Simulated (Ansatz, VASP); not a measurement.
# BaTiO3: VASP beside Ansatz

The input INCAR:

```
SYSTEM = BaTiO3
ALGO = Normal
EDIFF = 1E-7
ENCUT = 520
GGA = PS
ISIF = 2
ISMEAR = -1
LASPH = .TRUE.
LCHARG = .TRUE.
LELF = .TRUE.
LREAL = .FALSE.
LVHAR = .TRUE.
LWAVE = .FALSE.
NBANDS = 28
NELM = 100
PREC = Accurate
SIGMA = 0.05
```

KPOINTS

```
k-points
0
G
  7 7 7
  0 0 0
```

The input POSCAR:

```
BaTiO3
1.0
    3.9855000000      0.0000000000      0.0000000000
    0.0000000000      2.8369000000      2.8451500000
    0.0000000000     -2.8369000000      2.8451500000
Ba Ti O
1 1 3
Direct
    0.0000000000      0.0000000000      0.0000000000
    0.5000000000      0.5124000000      0.5124000000
    0.5000000000      0.9918400000      0.5052400000
    0.5000000000      0.5052400000      0.9918400000
    0.0000000000      0.4874000000      0.4874000000
```

Contents of input.yaml:

```yaml
crystal:
  lattice:
    - [3.9855, 0.0, 0.0]
    - [0.0, 2.8369, 2.84515]
    - [0.0, -2.8369, 2.84515]
  atoms:
    - { symbol: Ba, position: [0.0, 0.0, 0.0] }
    - { symbol: Ti, position: [0.5, 0.5124, 0.5124] }
    - { symbol: O, position: [0.5, 0.99184, 0.50524] }
    - { symbol: O, position: [0.5, 0.50524, 0.99184] }
    - { symbol: O, position: [0.0, 0.4874, 0.4874] }
kpoints:
  mp_grid: { grid: [7, 7, 7] }
  band_path:
    path:
      - [0.0, 0.0, 0.0]
      - [0.0, 0.4985522663, -0.4985522663]
      - [0.0, 0.0, -0.5]
      - [-0.5, 0.0, -0.5]
      - [-0.5, 0.4985522663, -0.4985522663]
      - [-0.5, 0.0, 0.0]
      - [0.0, 0.0, 0.0]
      - [0.0, -0.5, -0.5]
    npoints: 10
scf:
  occupations: { method: fermi_dirac, width: 0.05 }
hamiltonian:
  xc: pbesol
  pseudopotentials: { kind: all_electron, lapw: { basis_error: 0.002 } }
output:
  forces: true
  stress: true
  eigenvalues: true
```

Alike in both runs: functional PBEsol; k mesh 7 × 7 × 7; occupations fermi-dirac, width 0.05 eV; no spin polarisation.

```csv
,VASP,Ansatz
version,VASP 6.6.1,Ansatz 0.2.0
potentials or method,"VASP PAW PBE potentials, release 64 (Ba_sv, Ti_sv, O), cutoff 520 eV","all-electron LAPW, scalar-relativistic"
task,single point,band structure
```

```tsv
	VASP	Ansatz	Ansatz less VASP
gap on the k mesh at the Fermi level (eV)	1.88	1.94	+0.060
least direct gap on the mesh (eV)	2.01	2.03	+0.021
pressure (GPa)	-2.1	-3.9	-1.80
traceless stress, the component that is largest in VASP (GPa)	-0.37	-0.38	-0.006
rms of the force components (eV/Å)	0.131	0.137	+0.0057
```

VASP's potentials were made for PBE, not for PBEsol. Atom by atom the forces differ by 0.014 eV/Å (rms over components). Ansatz ran all-electron here, and VASP with PAW potentials.

Spin-orbit coupling is off throughout.
